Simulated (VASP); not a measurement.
# Te2Mo (P-6m2) in VASP: a series of runs

Runs on Te2Mo. Level: PBE. Tasks: single point.

All numbers are computed with VASP 6.6.1; they aren't measurements. Logs are shortened: lines on timing, memory, paths and dates and some standing lists are left out, and cuts for length are marked.

**1. The cell of the first run**

The structure is hexagonal, space group P-6m2 (No. 187). The conventional cell has a = 3.537 Å, b = 3.537 Å, c = 7.827 Å, α = 90.00°, β = 90.00°, γ = 120.00°. Within 3.6 Å of Te (site symmetry 3m) lie 3 Mo at 2.72 Å and 7 Te at 3.54 to 3.59 Å. Mo (site symmetry -6m2) has 6 Te at 2.72 Å and 6 Mo at 3.54 Å within 3.6 Å.

**2. Single point, PBE**

Contents of INCAR:

```
ALGO = Normal
EDIFF = 1E-6
ENCUT = 500
GGA = PE
GGA_COMPAT = False
ISIF = 2
ISMEAR = 0
LASPH = True
LCHARG = False
LREAL = False
LWAVE = False
NBANDS = 20
NELM = 120
PREC = Accurate
SIGMA = 0.01
```

Contents of KPOINTS:

```
k-points
0
Gamma
  6 6 2
```

Contents of POSCAR:

```
Te2Mo
1.0
    3.5371201374      0.0000000000      0.0000000000
   -1.7685600687      3.0632358953      0.0000000000
    0.0000000000      0.0000000000      7.8268333715
Te Mo
2 1
Direct
    0.3333333333      0.6666666667      0.7705163254
    0.3333333333      0.6666666667      0.2294836746
    0.0000000000      0.0000000000      0.0000000000
```

Potentials or basis: VASP PAW PBE potentials, release 64 (Te, Mo_sv).

Command:

```
cat potpaw_PBE.64/Te/POTCAR potpaw_PBE.64/Mo_sv/POTCAR > POTCAR
mpirun -np 1 vasp_std > vasp.out
```

OUTCAR:

```text
EDIFF = 1E-6
   ENCUT = 500
   GGA = PE
   ISIF = 2
   ISMEAR = 0
   LASPH = True
   LREAL = False
   NELM = 120
   PREC = Accurate

 ion  position               nearest neighbor table
   1  0.333  0.667  0.771-   3 2.72   3 2.72   3 2.72   2 3.59
   2  0.333  0.667  0.229-   3 2.72   3 2.72   3 2.72   1 3.59
   3  0.000  0.000  0.000-   1 2.72   2 2.72   1 2.72   2 2.72   1 2.72   2 2.72

  LATTYP: Found a hexagonal cell.
 ALAT       =     3.5371201374
 C/A-ratio  =     2.2127700127

  Lattice vectors:

 A1 = (   3.5371201374,   0.0000000000,   0.0000000000)
 A2 = (  -1.7685600687,   3.0632358953,   0.0000000000)
 A3 = (   0.0000000000,   0.0000000000,   7.8268333715)

Analysis of symmetry for initial positions (statically):
=====================================================================
 Subroutine PRICEL returns:
 Original cell was already a primitive cell.

 Routine SETGRP: Setting up the symmetry group for a
 hexagonal supercell.

 Subroutine GETGRP returns: Found 12 space group operations
 (whereof 12 operations were pure point group operations)
 out of a pool of 24 trial point group operations.

The static configuration has the point symmetry D_3h.

Analysis of symmetry for dynamics (positions and initial velocities):
=====================================================================
 Subroutine PRICEL returns:
 Original cell was already a primitive cell.

 Routine SETGRP: Setting up the symmetry group for a
 hexagonal supercell.

 Subroutine GETGRP returns: Found 12 space group operations
 (whereof 12 operations were pure point group operations)
 out of a pool of 24 trial point group operations.

The dynamic configuration has the point symmetry D_3h.

 Subroutine INISYM returns: Found 12 space group operations
 (whereof 12 operations are pure point group operations),
 and found     1 'primitive' translations

----------------------------------------------------------------------------------------

                                     Primitive cell

  volume of cell :      84.8040

  direct lattice vectors                    reciprocal lattice vectors
     3.537120137  0.000000000  0.000000000     0.282715871  0.163226084  0.000000000
    -1.768560069  3.063235895  0.000000000     0.000000000  0.326452168  0.000000000
     0.000000000  0.000000000  7.826833372     0.000000000  0.000000000  0.127765592

  length of vectors
     3.537120137  3.537120137  7.826833372     0.326452168  0.326452168  0.127765592

  position of ions in fractional coordinates (direct lattice)
     0.333333333  0.666666667  0.770516325
     0.333333333  0.666666667  0.229483675
     0.000000000  0.000000000  0.000000000

  ion indices of the primitive-cell ions
   primitive index   ion index
                 1           1
                 2           2
                 3           3

----------------------------------------------------------------------------------------

 KPOINTS: k-points

Automatic generation of k-mesh.
 Grid dimensions read from file:
 generate k-points for:    6    6    2

 Generating k-lattice:

  Cartesian coordinates                     Fractional coordinates (reciprocal lattice)
     0.047119312  0.027204347  0.000000000     0.166666667  0.000000000  0.000000000
     0.000000000  0.054408695  0.000000000     0.000000000  0.166666667  0.000000000
     0.000000000  0.000000000  0.063882796     0.000000000  0.000000000  0.500000000

  Length of vectors
     0.054408695  0.054408695  0.063882796

  Shift w.r.t. Gamma in fractional coordinates (k-lattice)
     0.000000000  0.000000000  0.000000000

 Subroutine IBZKPT returns following result:
 ===========================================

 Found     14 irreducible k-points:

 Following reciprocal coordinates:
            Coordinates               Weight
  0.000000  0.000000  0.000000      1.000000
  0.166667 -0.000000  0.000000      6.000000
  0.333333 -0.000000  0.000000      6.000000
  0.500000 -0.000000  0.000000      3.000000
  0.166667  0.166667  0.000000      6.000000
  0.333333  0.166667  0.000000     12.000000
  0.333333  0.333333  0.000000      2.000000
  0.000000  0.000000  0.500000      1.000000
  0.166667 -0.000000  0.500000      6.000000
  0.333333 -0.000000  0.500000      6.000000
  0.500000 -0.000000  0.500000      3.000000
  0.166667  0.166667  0.500000      6.000000
  0.333333  0.166667  0.500000     12.000000
  0.333333  0.333333  0.500000      2.000000
   k-points           NKPTS =     14   k-points in BZ     NKDIM =     14   number of bands    NBANDS=     20
   number of dos      NEDOS =    301   number of ions     NIONS =      3
   total plane-waves  NPLWV =  47040
   dimension x,y,z NGX =    28 NGY =   28 NGZ =   60
   dimension x,y,z NGXF=    56 NGYF=   56 NGZF=  120
   ions per type =               2   1
   NGX,Y,Z   is equivalent  to a cutoff of  13.16, 13.16, 12.74 a.u.
   NGXF,Y,Z  is equivalent  to a cutoff of  26.32, 26.32, 25.49 a.u.
 SYSTEM =  unknown system
   PREC   = accura    normal or accurate (medium, high low for compatibility)
   ISTART =      0    job   : 0-new  1-cont  2-samecut
   ICHARG =      2    charge: 1-file 2-atom 10-const
   ISPIN  =      1    spin polarized calculation?
   LNONCOLLINEAR =      F non collinear calculations
   LSORBIT =      F    spin-orbit coupling
   LASPH  =      T    aspherical Exc in radial PAW
   ENCUT  =  500.0 eV  36.75 Ry    6.06 a.u.   6.45  6.45 14.27*2*pi/ulx,y,z
   NELM   =    120;   NELMIN=  2; NELMDL= -5     # of ELM steps
   EDIFF  = 0.1E-05   stopping-criterion for ELM
   LREAL  =      F    real-space projection
   EDIFFG = 0.1E-04   stopping-criterion for IOM
   NSW    =      0    number of steps for IOM
   IBRION =     -1    ionic relax: 0-MD 1-quasi-New 2-CG
   NFREE  =      0    steps in history (QN), initial steepest desc. (CG)
   ISIF   =      2    stress and relaxation
   ISYM   =      2    0-nonsym 1-usesym 2-fastsym
   POTIM  = 0.5000    time-step for ionic-motion
   TEBEG  =    0.0;   TEEND  =   0.0 temperature during run
   PSTRESS=    0.0 pullay stress
   NELECT =      26.0000    total number of electrons
   NUPDOWN=      -1.0000    fix difference up-down
   EMIN   =  10.00;   EMAX   =-10.00  energy-range for DOS
   EFERMI =   0.00;   METHOD = LEGACY
   ISMEAR =     0;   SIGMA  =   0.01  broadening in eV -4-tet -1-fermi 0-gaus
   EFERMI_NEDOS =   21; number of points for ismear=-14 and -15
   IALGO  =     38    algorithm
   IMIX   =      4    mixing-type and parameters
     AMIX     =   0.40;   BMIX     =  1.00
     AMIX_MAG =   1.60;   BMIX_MAG =  1.00
  volume/ion in A,a.u.               =      28.27       190.76
  Fermi-wavevector in a.u.,A,eV,Ry     =   1.103893  2.086056 16.579798  1.218581
  Thomas-Fermi vector in A             =   2.240358
   LORBIT       =      0    0 simple, 1 ext, 2 COOP (PROOUT), +10 PAW based schemes
   GGA     = PE    functional components
   LHFCALC =     F    Hartree Fock is set to
   AEXX    =    0.0000 exact exchange contribution
   IVDW    =     0    specifies the selected vdW correction
   LEPSILON=     F    determine dielectric tensor
   LRPA    =     F    only Hartree local field effects (RPA)
 non-spin polarized calculation
 Gauss-broadening in eV      SIGMA  =   0.01
  energy-cutoff  :      500.00
  volume of cell :       84.80
 maximum number of plane-waves:      2177
 NGX is ok and might be reduce to    28
   NGX = 13   NGY = 13   NGZ = 29

 number of electron      25.9999996 magnetization

 Free energy of the ion-electron system (eV)
  ---------------------------------------------------
  ext. energy  EPLUGINS =         0.00000000
  ---------------------------------------------------
  free energy    TOTEN  =       -17.99298871 eV

  energy without entropy =      -17.99298871  energy(sigma->0) =      -17.99298871

 E-fermi :   6.7151     XC(G=0):  -9.5965

 val. band max:        6.5232637871   @ k =   0.3333   0.3333   0.5000
 cond. band min:       7.5791646011   @ k =   0.3333   0.3333   0.0000
 fundamental gap:      1.0559008140
 Fermi energy:         6.7151140392

 k-point     1 :       0.0000    0.0000    0.0000
  band No.  band energies     occupation
      1     -54.1633      2.00000
      2     -28.3238      2.00000
      3     -28.2087      2.00000
      4     -28.2087      2.00000
      5      -6.1594      2.00000
      6      -5.0947      2.00000
[... 12 lines left out ...]
     19      13.0501      0.00000
     20      14.7647      0.00000

 k-point     2 :       0.1667   -0.0000    0.0000
  band No.  band energies     occupation
      1     -54.1610      2.00000
      2     -28.3170      2.00000
      3     -28.2396      2.00000
      4     -28.2159      2.00000
      5      -5.7859      2.00000
      6      -4.8403      2.00000
[... 12 lines left out ...]
     19      13.9387      0.00000
     20      14.5452      0.00000

 k-point     3 :       0.3333   -0.0000    0.0000
  band No.  band energies     occupation
      1     -54.1564      2.00000
      2     -28.3033      2.00000
      3     -28.3010      2.00000
      4     -28.2302      2.00000
      5      -4.8425      2.00000
      6      -4.2111      2.00000
[... 12 lines left out ...]
     19      12.4249      0.00000
     20      13.1805      0.00000

 k-point     4 :       0.5000   -0.0000    0.0000
  band No.  band energies     occupation
      1     -54.1542      2.00000
      2     -28.3314      2.00000
      3     -28.2964      2.00000
      4     -28.2374      2.00000
      5      -4.1757      2.00000
      6      -3.7939      2.00000
[... 199 lines left out ...]
 k-point    13 :       0.3333    0.1667    0.5000
  band No.  band energies     occupation
      1     -54.1542      2.00000
      2     -28.3160      2.00000
      3     -28.2964      2.00000
      4     -28.2529      2.00000
      5      -4.1542      2.00000
      6      -3.8883      2.00000
[... 12 lines left out ...]
     19      12.8425      0.00000
     20      14.1716      0.00000

 k-point    14 :       0.3333    0.3333    0.5000
  band No.  band energies     occupation
      1     -54.1530      2.00000
      2     -28.3022      2.00000
      3     -28.2930      2.00000
      4     -28.2857      2.00000
      5      -3.8069      2.00000
      6      -3.6460      2.00000
[... 12 lines left out ...]
     19      12.3596      0.00000
     20      12.9856      0.00000

------------------------ aborting loop because EDIFF is reached ----------------------------------------

  FORCE on cell =-STRESS in cart. coord.  units (eV):
  Direction    XX          YY          ZZ          XY          YZ          ZX
  --------------------------------------------------------------------------------------
  -------------------------------------------------------------------------------------
  Total        0.7240550      0.7240550      1.4728318      0.0000000      0.0000000      0.0000000
  in kB       13.6793614     13.6793614     27.8257827      0.0000000      0.0000000      0.0000000
  external PRESSURE =      18.3948352 kB  Pullay stress =       0.0000000 kB

 VOLUME and BASIS-vectors are now :
 -----------------------------------------------------------------------------
  energy-cutoff  :      500.00
  volume of cell :       84.80
      direct lattice vectors                 reciprocal lattice vectors
     3.537120137  0.000000000  0.000000000     0.282715871  0.163226084  0.000000000
    -1.768560069  3.063235895  0.000000000     0.000000000  0.326452168  0.000000000
     0.000000000  0.000000000  7.826833372     0.000000000  0.000000000  0.127765592

 POSITION                                       TOTAL-FORCE (eV/Angst)
 -----------------------------------------------------------------------------------
     -0.00000      2.04216      6.03070        -0.000000      0.000000     -0.206059
     -0.00000      2.04216      1.79613        -0.000000      0.000000      0.206059
      0.00000      0.00000      0.00000         0.000000     -0.000000      0.000000
 -----------------------------------------------------------------------------------
    total drift:                                0.000000     -0.000000     -0.000000

  FREE ENERGIE OF THE ION-ELECTRON SYSTEM (eV)
  ---------------------------------------------------
  free  energy   TOTEN  =       -17.9929887054 eV

  energy  without entropy=      -17.9929887054  energy(sigma->0) =      -17.99298871
```

Run time: 19 s. Hardware: 1 thread of AMD EPYC 9R45 (Zen 5), shared host; peak memory 0.18 GiB.

Results:

- Free energy: -17.9930 eV
- Pressure: 1.8 GPa
- Largest force: 0.206 eV/Å
- Band gap on the k mesh: 1.06 eV (least direct gap 1.07 eV)

Forces on the atoms (eV/Å):
```
Te   0.000  0.000 -0.206
Te   0.000  0.000  0.206
Mo   0.000  0.000  0.000
```

Stress tensor (GPa, compression positive):
```
1.37 0.00 0.00
0.00 1.37 0.00
0.00 0.00 2.78
```

Levels at points of the mesh, in eV from the valence-band top:
```tsv
k point	band 9	band 10	band 11	band 12	band 13	band 14	band 15	band 16	band 17	band 18
(0.00, 0.00, 0.00)	-1.71	-1.03	-0.91	-0.91	-0.76	3.13	3.13	3.34	3.34	5.08
(0.50, 0.00, 0.00)	-3.55	-2.33	-1.34	-0.91	-0.36	1.39	1.64	3.51	3.72	3.78
(0.00, 0.00, 0.50)	-1.70	-1.70	-0.92	-0.92	-0.16	3.05	3.05	3.43	3.43	6.17
(0.50, 0.00, 0.50)	-3.20	-2.35	-1.97	-0.62	-0.31	1.40	1.81	2.92	3.61	4.45
```

Caveat: spin-orbit coupling is left out, which moves the levels of the heavy elements; this functional lacks dispersion, which binds the layers, so the pressure and a relaxed spacing across them are unreliable. A k mesh can miss the band edges.

**3. Single point, PBE**

Contents of INCAR:

```
SYSTEM = Te2Mo
PREC = Accurate ; ENCUT = 500
EDIFF = 1E-6 ; ISMEAR = 0
SIGMA = 0.05 ; LREAL = .FALSE.
LASPH = .TRUE. ; NELM = 120
ALGO = Normal ; ISIF = 2
LWAVE = .FALSE. ; LCHARG = .TRUE.
GGA = PE ; LELF = .TRUE.
LVHAR = .TRUE. ; NBANDS = 20
GGA_COMPAT = .FALSE.
```

Contents of KPOINTS:

```
Automatic mesh
0
G
  6 6 2
  0 0 0
```

POSCAR is that of step 2.

Potentials or basis: VASP PAW PBE potentials, release 64 (Te, Mo_sv).

Command:

```
cat potpaw_PBE.64/Te/POTCAR potpaw_PBE.64/Mo_sv/POTCAR > POTCAR
mpirun -np 1 vasp_std > vasp.out
```

OUTCAR:

```text
SYSTEM = Te2Mo
   PREC = Accurate
   ENCUT = 500
   EDIFF = 1E-6
   ISMEAR = 0
   LREAL = .FALSE.
   LASPH = .TRUE.
   NELM = 120
   ISIF = 2
   GGA = PE

 ion  position               nearest neighbor table
   1  0.333  0.667  0.771-   3 2.72   3 2.72   3 2.72   2 3.59
   2  0.333  0.667  0.229-   3 2.72   3 2.72   3 2.72   1 3.59
   3  0.000  0.000  0.000-   1 2.72   2 2.72   1 2.72   2 2.72   1 2.72   2 2.72

  LATTYP: Found a hexagonal cell.
 ALAT       =     3.5371201374
 C/A-ratio  =     2.2127700127

  Lattice vectors:

 A1 = (   3.5371201374,   0.0000000000,   0.0000000000)
 A2 = (  -1.7685600687,   3.0632358953,   0.0000000000)
 A3 = (   0.0000000000,   0.0000000000,   7.8268333715)

Analysis of symmetry for initial positions (statically):
=====================================================================
 Subroutine PRICEL returns:
 Original cell was already a primitive cell.

 Routine SETGRP: Setting up the symmetry group for a
 hexagonal supercell.

 Subroutine GETGRP returns: Found 12 space group operations
 (whereof 12 operations were pure point group operations)
 out of a pool of 24 trial point group operations.

The static configuration has the point symmetry D_3h.
[... 152 lines left out ...]

 E-fermi :   6.9365     XC(G=0):  -9.5965

 val. band max:        6.5232637871   @ k =   0.3333   0.3333   0.5000
 cond. band min:       7.5791646011   @ k =   0.3333   0.3333   0.0000
 fundamental gap:      1.0559008140
 Fermi energy:         6.9365004299

 k-point     1 :       0.0000    0.0000    0.0000
  band No.  band energies     occupation
      1     -54.1633      2.00000
      2     -28.3238      2.00000
      3     -28.2087      2.00000
      4     -28.2087      2.00000
      5      -6.1594      2.00000
      6      -5.0947      2.00000
[... 311 lines left out ...]
     19      12.3596      0.00000
     20      12.9856      0.00000

------------------------ aborting loop because EDIFF is reached ----------------------------------------

  FORCE on cell =-STRESS in cart. coord.  units (eV):
  Direction    XX          YY          ZZ          XY          YZ          ZX
  --------------------------------------------------------------------------------------
  -------------------------------------------------------------------------------------
  Total        0.7240550      0.7240550      1.4728318      0.0000000     -0.0000000      0.0000000
  in kB       13.6793613     13.6793613     27.8257827      0.0000000     -0.0000000      0.0000000
  external PRESSURE =      18.3948351 kB  Pullay stress =       0.0000000 kB

 VOLUME and BASIS-vectors are now :
 -----------------------------------------------------------------------------
  energy-cutoff  :      500.00
  volume of cell :       84.80
      direct lattice vectors                 reciprocal lattice vectors
     3.537120137  0.000000000  0.000000000     0.282715871  0.163226084  0.000000000
    -1.768560069  3.063235895  0.000000000     0.000000000  0.326452168  0.000000000
     0.000000000  0.000000000  7.826833372     0.000000000  0.000000000  0.127765592

 POSITION                                       TOTAL-FORCE (eV/Angst)
 -----------------------------------------------------------------------------------
     -0.00000      2.04216      6.03070         0.000000      0.000000     -0.206059
     -0.00000      2.04216      1.79613         0.000000      0.000000      0.206059
      0.00000      0.00000      0.00000        -0.000000      0.000000      0.000000
 -----------------------------------------------------------------------------------
    total drift:                                0.000000     -0.000000     -0.000000

  FREE ENERGIE OF THE ION-ELECTRON SYSTEM (eV)
  ---------------------------------------------------
  free  energy   TOTEN  =       -17.9929887053 eV

  energy  without entropy=      -17.9929887053  energy(sigma->0) =      -17.99298871
```

Run time: 20 s. Hardware: 1 thread of AMD EPYC 9R45 (Zen 5), shared host; peak memory 0.18 GiB.

Results:

```yaml
Free_energy: -17.9930 eV
Pressure: 1.8 GPa
Largest_force: 0.206 eV/Å
Band_gap_on_the_k_mesh: 1.06 eV (least direct gap 1.07 eV)
```

Forces in eV/Å, atoms in the order of the input:
```
Te   0.000  0.000 -0.206
Te   0.000  0.000  0.206
Mo   0.000  0.000  0.000
```

Stress tensor (GPa, compression positive):
```
1.37 0.00 0.00
0.00 1.37 0.00
0.00 0.00 2.78
```

Levels at points of the mesh, in eV from the valence-band top:
```tsv
k point	band 11	band 12	band 13	band 14	band 15	band 16
(0.00, 0.00, 0.00)	-0.91	-0.91	-0.76	3.13	3.13	3.34
(0.50, 0.00, 0.00)	-1.34	-0.91	-0.36	1.39	1.64	3.51
(0.00, 0.00, 0.50)	-0.92	-0.92	-0.16	3.05	3.05	3.43
(0.50, 0.00, 0.50)	-1.97	-0.62	-0.31	1.40	1.81	2.92
```

Caveat: spin-orbit coupling is left out, which moves the levels of the heavy elements; this functional lacks dispersion, which binds the layers, so the pressure and a relaxed spacing across them are unreliable.
